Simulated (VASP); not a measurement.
SiI:

```
CELL_PARAMETERS angstrom
0.00000 3.03462 3.03462
3.03462 0.00000 3.03462
3.03462 3.03462 0.00000
ATOMIC_POSITIONS crystal
Si 0.00000 0.00000 0.00000
I 0.25000 0.25000 0.25000
```

```yaml
Program: VASP 6.6.1
Task: relaxation of cell and atoms
Functional: LDA
Potentials_or_basis: VASP PAW LDA potentials, release 64 (Si, I)
Cutoff: 500 eV
k_mesh: 5 × 5 × 5
Occupations: methfessel-paxton, width 0.15 eV
Spin: no spin polarisation
```

At the start: pressure 14.0 GPa; volume 27.95 Å³/atom.

Q: Where does the relaxation end?

A: Over 4 steps the energy falls by 336.7 meV/atom and the volume is 37.88 Å³/atom (+35.5 %); space group F-43m (No. 216, to 0.1 Å) before and after.

The path:
```tsv
step	energy change (eV)	largest force (eV/Å)	pressure (GPa)	volume (Å³)
1	0.0000	0.0000	14.02	55.89
2	-0.6674	0.0000	-0.76	78.09
3	-0.6732	0.0000	0.10	75.33
4	-0.6733	0.0000	-0.04	75.76
```

Final structure:
```
Si I
1.0
     0.00000    3.35839    3.35839
     3.35839    0.00000    3.35839
     3.35839    3.35839    0.00000
Si I
1 1
Direct
  0.00000 0.00000 0.00000
  0.25000 0.25000 0.25000
```

Caveat: the volume moved by over 15 % at a fixed basis, so the end points are rough; an odd number of electrons without spin polarisation forces a metal; a magnetic or distorted state may lie lower.
